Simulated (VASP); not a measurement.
Write the native input for VASP 6.6.1 that does the following.

```yaml
Task: single point
Functional: LDA
Potentials_or_basis: VASP PAW LDA potentials, release 64 (In_d, As)
Cutoff: 520 eV
k_mesh: 6 × 6 × 6
Occupations: gaussian, width 0.05 eV
Spin: no spin polarisation
Dipole_correction: no
Further_INCAR_settings: ALGO = Normal; EDIFF = 1e-07; NBANDS = 16
```

The structure of InAs lies in POSCAR:

```
InAs
1.0
    0.0000000000      3.0341823144      3.0341823144
    3.0341823144      0.0000000000      3.0341823144
    3.0341823144      3.0341823144      0.0000000000
In As
1 1
Direct
    0.0000000000      0.0000000000      0.0000000000
    0.7500000000      0.7500000000      0.7500000000
```

This cell differs from its parent crystal: volume scaled by 1.02.

The input as run:

INCAR

```
  ALGO = Normal
  EDIFF = 1E-7
  ENCUT = 520
  GGA = CA
  ISIF = 2
  ISMEAR = 0
  LASPH = True
  LCHARG = True
  LELF = True
  LREAL = False
  LVHAR = True
  LWAVE = False
  NBANDS = 16
  NELM = 100
  PREC = Accurate
  SIGMA = 0.05
```

KPOINTS

```
k-points
0
Gamma
  6 6 6
```

Potentials or basis: VASP PAW LDA potentials, release 64 (In_d, As).

Launch:

```bash
$ cat potpaw_LDA.64/In_d/POTCAR potpaw_LDA.64/As/POTCAR > POTCAR
$ mpirun -np 1 vasp_std > vasp.out
```

It gave:

The pressure is -1.0 GPa and the band gap on the k mesh is zero (filled and empty bands touch).

Caveat: spin-orbit coupling is left out, which moves the levels of the heavy elements.

It took 18 s on 1 thread of AMD EPYC 9R14 (Zen 4), with other jobs on the host, peak memory 0.12 GiB.
